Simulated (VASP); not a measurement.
# GaP (Cmcm) in VASP: notebook

Runs on GaP. Level: PBEsol. Tasks: relaxation of cell and atoms, single point.

All numbers are computed with VASP 6.6.1; they aren't measurements. Logs are shortened: lines on timing, memory, paths and dates and some standing lists are left out, and cuts for length are marked.

## (1) The cell of the first run

The structure is orthorhombic, space group Cmcm (No. 63). Conventional cell: a = 4.621 Å, b = 4.927 Å, c = 13.335 Å, α = 90.00°, β = 90.00°, γ = 90.00°. Within 2.9 Å of P (site symmetry m) lie 2 P at 2.17 to 2.77 Å and 6 Ga at 2.33 to 2.58 Å. P (site symmetry m2m) has 6 Ga at 2.31 to 2.58 Å and 2 P at 2.77 Å within 3.1 Å. Within 3.1 Å of Ga (site symmetry m) lie 6 P at 2.33 to 2.56 Å and 2 Ga at 2.61 to 2.64 Å. Within 3.1 Å of Ga (site symmetry m2m) lie 6 P at 2.31 to 2.58 Å and 2 Ga at 2.61 Å.

## (2) Relaxation of cell and atoms, PBEsol, target pressure 30.7 GPa, at which the enthalpy is minimised

The input, INCAR:

```
SYSTEM = GaP
  ALGO = Normal
  EDIFF = 1E-6
  EDIFFG = -0.05
  ENCUT = 600
  GGA = PS
  IBRION = 2
  ISIF = 3
  ISMEAR = 0
  LASPH = .True.
  LCHARG = .False.
  LREAL = .False.
  LWAVE = .False.
  NELM = 100
  NSW = 80
  PREC = Accurate
  PSTRESS = 307.0
  SIGMA = 0.1
```

The input, KPOINTS:

```
k-points
0
Gamma
  6 6 2
  0 0 0
```

The input, POSCAR:

```
GaP
1.0
    2.3105000000     -2.4635000000      0.0000000000
    2.3105000000      2.4635000000      0.0000000000
    0.0000000000      0.0000000000     13.3350000000
P Ga
6 6
Direct
    0.6110000000      0.3890000000      0.0703000000
    0.3890000000      0.6110000000      0.9297000000
    0.3890000000      0.6110000000      0.5703000000
    0.6110000000      0.3890000000      0.4297000000
    0.8916000000      0.1084000000      0.2500000000
    0.1084000000      0.8916000000      0.7500000000
    0.8936000000      0.1064000000      0.5909000000
    0.1064000000      0.8936000000      0.4091000000
    0.1064000000      0.8936000000      0.0909000000
    0.8936000000      0.1064000000      0.9091000000
    0.4151000000      0.5849000000      0.2500000000
    0.5849000000      0.4151000000      0.7500000000
```

Potentials or basis: VASP PAW PBE potentials, release 64 (P, Ga_d).

On the command line:

```console
> cat potpaw_PBE.64/P/POTCAR potpaw_PBE.64/Ga_d/POTCAR > POTCAR
> mpirun -np 1 vasp_std > vasp.out
```

OUTCAR:

```text
SYSTEM = GaP
   EDIFF = 1E-6
   EDIFFG = -0.05
   ENCUT = 600
   GGA = PS
   IBRION = 2
   ISIF = 3
   ISMEAR = 0
   LASPH = .True.
   LREAL = .False.
   NELM = 100
   NSW = 80
   PREC = Accurate
   PSTRESS = 307.0

 ion  position               nearest neighbor table
   1  0.611  0.389  0.070-   2 2.17   9 2.33   9 2.33   9 2.46   9 2.50  10 2.56  11 2.58   5 2.77

   2  0.389  0.611  0.930-   1 2.17  10 2.33  10 2.33  10 2.46  10 2.50   9 2.56  12 2.58   6 2.77

   3  0.389  0.611  0.570-   4 2.17   7 2.33   7 2.33   7 2.46   7 2.50   8 2.56  12 2.58   6 2.77

   4  0.611  0.389  0.430-   3 2.17   8 2.33   8 2.33   8 2.46   8 2.50   7 2.56  11 2.58   5 2.77

   5  0.892  0.108  0.250-  11 2.31  11 2.31  11 2.35   8 2.37   9 2.37  11 2.58   1 2.77   4 2.77

   6  0.108  0.892  0.750-  12 2.31  12 2.31  12 2.35   7 2.37  10 2.37  12 2.58   3 2.77   2 2.77
[... 7 lines left out ...]
  10  0.894  0.106  0.909-   2 2.33   2 2.33   6 2.37   2 2.46   2 2.50   1 2.56  12 2.61   9 2.64

  11  0.415  0.585  0.250-   5 2.31   5 2.31   5 2.35   5 2.58   4 2.58   1 2.58   8 2.61   9 2.61

  12  0.585  0.415  0.750-   6 2.31   6 2.31   6 2.35   6 2.58   2 2.58   3 2.58  10 2.61   7 2.61

  LATTYP: Found a base centered orthorhombic cell.
 ALAT       =     4.6210000000
 B/A-ratio  =     1.0662194330
 C/A-ratio  =     2.8857390175

  Lattice vectors:

 A1 = (   2.3105000000,  -2.4635000000,   0.0000000000)
 A2 = (   2.3105000000,   2.4635000000,   0.0000000000)
 A3 = (   0.0000000000,   0.0000000000,  13.3350000000)

Analysis of symmetry for initial positions (statically):
=====================================================================
 Subroutine PRICEL returns:
 Original cell was already a primitive cell.

 Routine SETGRP: Setting up the symmetry group for a
 base centered orthorhombic supercell.

 Subroutine GETGRP returns: Found  8 space group operations
 (whereof  4 operations were pure point group operations)
 out of a pool of  8 trial point group operations.

The static configuration has the point symmetry C_2h.
 The point group associated with its full space group is D_2h.

Analysis of symmetry for dynamics (positions and initial velocities):
=====================================================================
 Subroutine PRICEL returns:
 Original cell was already a primitive cell.

 Routine SETGRP: Setting up the symmetry group for a
 base centered orthorhombic supercell.

 Subroutine GETGRP returns: Found  8 space group operations
 (whereof  4 operations were pure point group operations)
 out of a pool of  8 trial point group operations.

The dynamic configuration has the point symmetry C_2h.
 The point group associated with its full space group is D_2h.

 Subroutine INISYM returns: Found  8 space group operations
 (whereof  4 operations are pure point group operations),
 and found     1 'primitive' translations

----------------------------------------------------------------------------------------

                                     Primitive cell

  volume of cell :     151.8034

  direct lattice vectors                    reciprocal lattice vectors
     2.310500000 -2.463500000  0.000000000     0.216403376 -0.202963264  0.000000000
     2.310500000  2.463500000  0.000000000     0.216403376  0.202963264  0.000000000
     0.000000000  0.000000000 13.335000000     0.000000000  0.000000000  0.074990626

  length of vectors
     3.377460955  3.377460955 13.335000000     0.296689244  0.296689244  0.074990626

  position of ions in fractional coordinates (direct lattice)
     0.611000000  0.389000000  0.070300000
     0.389000000  0.611000000  0.929700000
     0.389000000  0.611000000  0.570300000
     0.611000000  0.389000000  0.429700000
     0.891600000  0.108400000  0.250000000
     0.108400000  0.891600000  0.750000000
     0.893600000  0.106400000  0.590900000
     0.106400000  0.893600000  0.409100000
     0.106400000  0.893600000  0.090900000
     0.893600000  0.106400000  0.909100000
     0.415100000  0.584900000  0.250000000
     0.584900000  0.415100000  0.750000000

  ion indices of the primitive-cell ions
   primitive index   ion index
                 1           1
                 2           2
                 3           3
                 4           4
                 5           5
                 6           6
                 7           7
                 8           8
                 9           9
                10          10
                11          11
                12          12

----------------------------------------------------------------------------------------

 KPOINTS: k-points

Automatic generation of k-mesh.
 Grid dimensions read from file:
 generate k-points for:    6    6    2

 Generating k-lattice:

  Cartesian coordinates                     Fractional coordinates (reciprocal lattice)
     0.036067229 -0.033827211  0.000000000     0.166666667 -0.000000000  0.000000000
     0.036067229  0.033827211  0.000000000    -0.000000000  0.166666667  0.000000000
     0.000000000  0.000000000  0.037495313     0.000000000  0.000000000  0.500000000

  Length of vectors
     0.049448207  0.049448207  0.037495313

  Shift w.r.t. Gamma in fractional coordinates (k-lattice)
     0.000000000  0.000000000  0.000000000

 Subroutine IBZKPT returns following result:
 ===========================================

 Found     26 irreducible k-points:

 Following reciprocal coordinates:
            Coordinates               Weight
  0.000000  0.000000  0.000000      1.000000
  0.166667 -0.000000  0.000000      4.000000
  0.333333  0.000000  0.000000      4.000000
  0.500000  0.000000  0.000000      2.000000
  0.166667  0.166667  0.000000      2.000000
  0.333333  0.166667  0.000000      4.000000
[... 16 lines left out ...]
  0.333333  0.333333  0.500000      2.000000
  0.500000  0.333333  0.500000      4.000000
 [... further k-points ...]
   k-points           NKPTS =     26   k-points in BZ     NKDIM =     26   number of bands    NBANDS=     64
   number of dos      NEDOS =    301   number of ions     NIONS =     12
   total plane-waves  NPLWV =  84672
   dimension x,y,z NGX =    28 NGY =   28 NGZ =  108
   dimension x,y,z NGXF=    56 NGYF=   56 NGZF=  216
   ions per type =               6   6
   NGX,Y,Z   is equivalent  to a cutoff of  13.78, 13.78, 13.46 a.u.
   NGXF,Y,Z  is equivalent  to a cutoff of  27.56, 27.56, 26.93 a.u.
 SYSTEM =  GaP
   PREC   = accura    normal or accurate (medium, high low for compatibility)
   ISTART =      0    job   : 0-new  1-cont  2-samecut
   ICHARG =      2    charge: 1-file 2-atom 10-const
   ISPIN  =      1    spin polarized calculation?
   LNONCOLLINEAR =      F non collinear calculations
   LSORBIT =      F    spin-orbit coupling
   LASPH  =      T    aspherical Exc in radial PAW
   ENCUT  =  600.0 eV  44.10 Ry    6.64 a.u.   6.75  6.75 26.63*2*pi/ulx,y,z
   NELM   =    100;   NELMIN=  2; NELMDL= -5     # of ELM steps
   EDIFF  = 0.1E-05   stopping-criterion for ELM
   LREAL  =      F    real-space projection
   EDIFFG = -.5E-01   stopping-criterion for IOM
   NSW    =     80    number of steps for IOM
   IBRION =      2    ionic relax: 0-MD 1-quasi-New 2-CG
   NFREE  =      1    steps in history (QN), initial steepest desc. (CG)
   ISIF   =      3    stress and relaxation
   ISYM   =      2    0-nonsym 1-usesym 2-fastsym
   POTIM  = 0.5000    time-step for ionic-motion
   TEBEG  =    0.0;   TEEND  =   0.0 temperature during run
   PSTRESS=  307.0 pullay stress
   NELECT =     108.0000    total number of electrons
   NUPDOWN=      -1.0000    fix difference up-down
   EMIN   =  10.00;   EMAX   =-10.00  energy-range for DOS
   EFERMI =   0.00;   METHOD = LEGACY
   ISMEAR =     0;   SIGMA  =   0.10  broadening in eV -4-tet -1-fermi 0-gaus
   EFERMI_NEDOS =   21; number of points for ismear=-14 and -15
   IALGO  =     38    algorithm
   IMIX   =      4    mixing-type and parameters
     AMIX     =   0.40;   BMIX     =  1.00
     AMIX_MAG =   1.60;   BMIX_MAG =  1.00
  volume/ion in A,a.u.               =      12.65        85.37
  Fermi-wavevector in a.u.,A,eV,Ry     =   1.461467  2.761771 29.060475  2.135885
  Thomas-Fermi vector in A             =   2.577795
   LORBIT       =      0    0 simple, 1 ext, 2 COOP (PROOUT), +10 PAW based schemes
   GGA     = PS    functional components
   LHFCALC =     F    Hartree Fock is set to
   AEXX    =    0.0000 exact exchange contribution
   IVDW    =     0    specifies the selected vdW correction
   LEPSILON=     F    determine dielectric tensor
   LRPA    =     F    only Hartree local field effects (RPA)
 conjugate gradient relaxation of ions
 non-spin polarized calculation
 Gauss-broadening in eV      SIGMA  =   0.10
  energy-cutoff  :      600.00
  volume of cell :      151.80
 maximum number of plane-waves:      5101
   NGX = 13   NGY = 13   NGZ = 53

--------------------------------------- Ionic step        1  -------------------------------------------

 number of electron     108.0000041 magnetization

 Free energy of the ion-electron system (eV)
  ---------------------------------------------------
  ext. energy  EPLUGINS =         0.00000000
  ---------------------------------------------------
  free energy    TOTEN  =       -51.20679991 eV

  energy without entropy =      -51.18179003  energy(sigma->0) =      -51.19429497

------------------------ aborting loop because EDIFF is reached ----------------------------------------

  FORCE on cell =-STRESS in cart. coord.  units (eV):
  Direction    XX          YY          ZZ          XY          YZ          ZX
  --------------------------------------------------------------------------------------
  -------------------------------------------------------------------------------------
  Total       37.2410817     34.4878990     36.8290047      0.0000000     -0.0000000      0.0000000
  in kB      393.0531798    363.9952907    388.7039997      0.0000000     -0.0000000      0.0000000
  external PRESSURE =      74.9174901 kB  Pullay stress =     307.0000000 kB
[... 33 lines left out ...]
  enthalpy is  TOTEN    =       -22.1191022016 eV   P V=       29.0876977112

--------------------------------------- Ionic step        2  -------------------------------------------

 number of electron     107.9999977 magnetization

 E-fermi :   9.6576     XC(G=0): -12.2198

 val. band max:        9.6574899805   @ k =   0.5000   0.0000   0.0000
 cond. band min:       9.6752896004   @ k =   0.1667  -0.0000   0.5000
 fundamental gap:      0.0177996199
 Fermi energy:         9.6576087426

 k-point     1 :       0.0000    0.0000    0.0000
  band No.  band energies     occupation
      1      -6.2992      2.00000
      2      -6.0968      2.00000
      3      -6.0105      2.00000
      4      -5.9706      2.00000
      5      -5.8728      2.00000
      6      -5.7748      2.00000
[... 1597 lines left out ...]
     63      14.1566      0.00000
     64      14.1566      0.00000

 [... further k-points ...]

------------------------ aborting loop because EDIFF is reached ----------------------------------------

  FORCE on cell =-STRESS in cart. coord.  units (eV):
  Direction    XX          YY          ZZ          XY          YZ          ZX
  --------------------------------------------------------------------------------------
  -------------------------------------------------------------------------------------
  Total       19.9826565     20.0894601     21.7892093      0.0000000     -0.0000000      0.0000000
  in kB      193.8373660    194.8733909    211.3614349      0.0000000     -0.0000000      0.0000000
  external PRESSURE =    -106.9759361 kB  Pullay stress =     307.0000000 kB
[... 273 lines left out ...]
  enthalpy is  TOTEN    =       -22.2543057202 eV   P V=       30.0325750509

--------------------------------------- Ionic step        8  -------------------------------------------

 number of electron     108.0000014 magnetization

 Free energy of the ion-electron system (eV)
  ---------------------------------------------------
  ext. energy  EPLUGINS =         0.00000000
  ---------------------------------------------------
  free energy    TOTEN  =       -52.31115725 eV

  energy without entropy =      -52.29308647  energy(sigma->0) =      -52.30212186

 E-fermi :  10.4125     XC(G=0): -12.4813

 val. band max:       10.3789470963   @ k =   0.3333   0.1667   0.5000
 cond. band min:      10.4263757897   @ k =   0.0000   0.0000   0.0000
 fundamental gap:      0.0474286934
 Fermi energy:        10.4125455427

 k-point     1 :       0.0000    0.0000    0.0000
  band No.  band energies     occupation
      1      -6.0992      2.00000
      2      -5.7505      2.00000
      3      -5.4909      2.00000
      4      -5.4377      2.00000
      5      -5.2938      2.00000
      6      -5.2413      2.00000
[... 1597 lines left out ...]
     63      14.8312      0.00000
     64      14.8312      0.00000

 [... further k-points ...]

------------------------ aborting loop because EDIFF is reached ----------------------------------------

  FORCE on cell =-STRESS in cart. coord.  units (eV):
  Direction    XX          YY          ZZ          XY          YZ          ZX
  --------------------------------------------------------------------------------------
  -------------------------------------------------------------------------------------
  Total       29.8282602     30.0051127     29.8140701      0.0000000     -0.0000000      0.0000000
  in kB      304.6702421    306.4766391    304.5253023      0.0000000     -0.0000000      0.0000000
  external PRESSURE =      -1.7759388 kB  Pullay stress =     307.0000000 kB
[... 27 lines left out ...]
  FREE ENERGIE OF THE ION-ELECTRON SYSTEM (eV)
  ---------------------------------------------------
  free  energy   TOTEN  =       -52.3111572458 eV

  energy  without entropy=      -52.2930864737  energy(sigma->0) =      -52.30212186

  enthalpy is  TOTEN    =       -22.2548057434 eV   P V=       30.0563515024

 reached required accuracy - stopping structural energy minimisation
```

Wall time 18 min (1 thread of Intel Xeon 6975P-C (Granite Rapids), shared host); peak memory 0.42 GiB.

Results:

| Quantity | Value |
| --- | --- |
| Free energy | -52.3112 eV |
| Relaxed volume | 13.07 Å³/atom |
| Relaxed cell | a = 3.399 Å, b = 3.399 Å, c = 13.595 Å, α = 90.00°, β = 90.00°, γ = 92.87° |
| Space group after relaxing (to 0.05 Å) | Cmcm (No. 63) |
| Energy change on relaxing (the enthalpy is what falls) | -92.0 meV/atom |
| Ionic steps | 8 |
| Pressure after relaxing | 30.5 GPa |
| Largest force after relaxing | 0.040 eV/Å |
| Band gap on the k mesh | zero (band 54 reaches 12.07 eV, above the bottom of band 55 at 7.81 eV) |

Forces on the atoms (eV/Å):
```
P    0.000  0.015 -0.014
P    0.000 -0.015  0.014
P    0.000 -0.015 -0.014
P    0.000  0.015  0.014
P    0.000 -0.024  0.000
P    0.000  0.024  0.000
Ga   0.000 -0.040 -0.006
Ga   0.000  0.040  0.006
Ga   0.000  0.040 -0.006
Ga   0.000 -0.040  0.006
Ga   0.000 -0.015  0.000
Ga   0.000  0.015  0.000
```

The path:
| step | energy change (eV) | largest force (eV/Å) | pressure (GPa) | volume (Å³) |
| --- | --- | --- | --- | --- |
| 1 | 0.0000 | 0.3763 | 38.19 | 151.80 |
| 2 | -2.3878 | 0.2721 | 20.00 | 165.17 |
| 3 | -1.0966 | 0.1100 | 30.25 | 156.89 |
| 4 | -1.0733 | 0.1146 | 30.67 | 156.77 |
| 5 | -1.0600 | 0.0500 | 30.69 | 156.64 |
| 6 | -1.0501 | 0.0828 | 30.79 | 156.59 |
| 7 | -1.0801 | 0.0511 | 30.64 | 156.73 |
| 8 | -1.1044 | 0.0402 | 30.52 | 156.86 |

Final structure:
```
P Ga
1.0
     2.34248   -2.46280    0.00000
     2.34248    2.46280    0.00000
     0.00000    0.00000   13.59485
P Ga
6 6
Direct
  0.61023 0.38977 0.07112
  0.38977 0.61023 0.92888
  0.38977 0.61023 0.57112
  0.61023 0.38977 0.42888
  0.89246 0.10754 0.25000
  0.10754 0.89246 0.75000
  0.89406 0.10594 0.59150
  0.10594 0.89406 0.40850
  0.10594 0.89406 0.09150
  0.89406 0.10594 0.90850
  0.41513 0.58487 0.25000
  0.58487 0.41513 0.75000
```

Levels at points of the mesh, in eV from the Fermi level:
```csv
k point,band 51,band 52,band 53,band 54,band 55,band 56,band 57,band 58
"(0.00, 0.00, 0.00)",-2.68,-1.00,-0.83,-0.71,-0.13,0.01,1.97,2.18
"(0.50, 0.00, 0.00)",-0.94,-0.89,-0.07,0.10,0.59,0.93,1.40,1.54
"(0.50, 0.50, 0.00)",-3.83,-3.73,-3.73,-3.48,-2.60,-2.00,-1.13,0.57
"(0.00, 0.00, 0.50)",-1.81,-1.81,-1.36,-1.36,0.67,0.67,1.56,1.56
"(0.50, 0.00, 0.50)",-0.95,-0.95,0.51,0.51,1.07,1.07,1.58,1.58
"(0.50, 0.50, 0.50)",-4.56,-4.56,-4.14,-4.14,-1.27,-1.27,-0.07,-0.07
```

Caveat: the cell is relaxed towards a set pressure, so the enthalpy falls and the energy may rise; the PAW data sets were made with another functional, which shifts forces and pressure a little; the relaxation stopped at a loose force limit of 0.05 eV/Å, so its end isn't a converged minimum.

[end of part 1 of 2]
